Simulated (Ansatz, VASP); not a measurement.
# NbC3 in VASP and in Ansatz

INCAR

```
  ALGO = Normal
  EDIFF = 1E-6
  ENCUT = 520
  GGA = PE
  ISIF = 2
  ISMEAR = 0
  LASPH = True
  LCHARG = False
  LREAL = False
  LWAVE = False
  NBANDS = 20
  NELM = 80
  PREC = Accurate
  SIGMA = 0.1
```

Contents of KPOINTS:

```
k-points
0
Gamma
  8 8 8
```

Contents of POSCAR:

```
NbC3
1.0
   -1.6305566079      1.6305566079      3.6422822931
    1.6305566079     -1.6305566079      3.6422822931
    1.6305566079      1.6305566079     -3.6422822931
Nb C
1 3
Direct
    0.0000000000      0.0000000000      0.0000000000
    0.5000000000      0.5000000000      0.0000000000
    0.2500000000      0.7500000000      0.5000000000
    0.7500000000      0.2500000000      0.5000000000
```

Input for Ansatz:

```yaml
crystal:
  lattice:
    - [-1.6305566079, 1.6305566079, 3.6422822931]
    - [1.6305566079, -1.6305566079, 3.6422822931]
    - [1.6305566079, 1.6305566079, -3.6422822931]
  atoms:
    - { symbol: Nb, position: [0.0, 0.0, 0.0] }
    - { symbol: C, position: [0.5, 0.5, 0.0] }
    - { symbol: C, position: [0.25, 0.75, 0.5] }
    - { symbol: C, position: [0.75, 0.25, 0.5] }
basis:
  ecutwfc: 420
kpoints:
  mp_grid: { grid: [8, 8, 8] }
hamiltonian:
  xc: pbe
scf:
  occupations: { method: gaussian, width: 0.1 }
  lower_state_search: "off"
output:
  forces: true
  stress: true
  eigenvalues: true
```

Alike in both runs: task single point; functional PBE; k mesh 8 × 8 × 8; occupations gaussian, width 0.1 eV; no spin polarisation.

```csv
,VASP,Ansatz
version,VASP 6.6.1,Ansatz 0.2.0
potentials or method,"VASP PAW PBE potentials, release 64 (Nb_sv, C), cutoff 520 eV","scalar-relativistic, plane waves, PAW"
valence electrons in the cell,25,25
```

|  | VASP | Ansatz | Ansatz less VASP |
| --- | --- | --- | --- |
| gap on the k mesh at the Fermi level (eV) | none | none | - |
| pressure (GPa) | -16.9 | -16.6 | +0.23 |
| traceless stress, the component that is largest in VASP (GPa) | 19.37 | 19.34 | -0.035 |

A gap of «none» marks a metal or a gap that the smearing closes.
